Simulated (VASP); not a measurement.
IrS, 2 atoms in the cell. Symmetry: Fm-3m, No. 225, cubic system. The conventional cell has a = 4.845 Å, b = 4.845 Å, c = 4.845 Å, α = 90.00°, β = 90.00°, γ = 90.00°. Ir (site symmetry m-3m) has 6 S at 2.42 Å within 3.2 Å. S (site symmetry m-3m) has 6 Ir at 2.42 Å within 3.2 Å. 

```yaml
Program: VASP 6.6.1
Task: single point
Functional: PBEsol
Potentials_or_basis: VASP PAW PBE potentials, release 64 (Ir_sv_GW, S)
Cutoff: 560 eV
k_mesh: 10 × 10 × 10
Occupations: gaussian, width 0.05 eV
Spin: no spin polarisation
Dipole_correction: no
Further_INCAR_settings: ALGO = Normal; EDIFF = 1e-06; NBANDS = 18
```

Potentials or basis: VASP PAW PBE potentials, release 64 (Ir_sv_GW, S).

Run with:

```sh
$ cat potpaw_PBE.64/Ir_sv_GW/POTCAR potpaw_PBE.64/S/POTCAR > POTCAR
$ mpirun -np 1 vasp_std > vasp.out
```

Hardware: 1 thread of Intel(R) Xeon(R) 6975P-C (Granite Rapids), on a shared host.

Estimate the wall time of this run.

Run time: 12 s on 1 thread of Intel(R) Xeon(R) 6975P-C (Granite Rapids), with other jobs on the host, peak memory 0.18 GiB. Counts: scf iterations 13, k points 47.
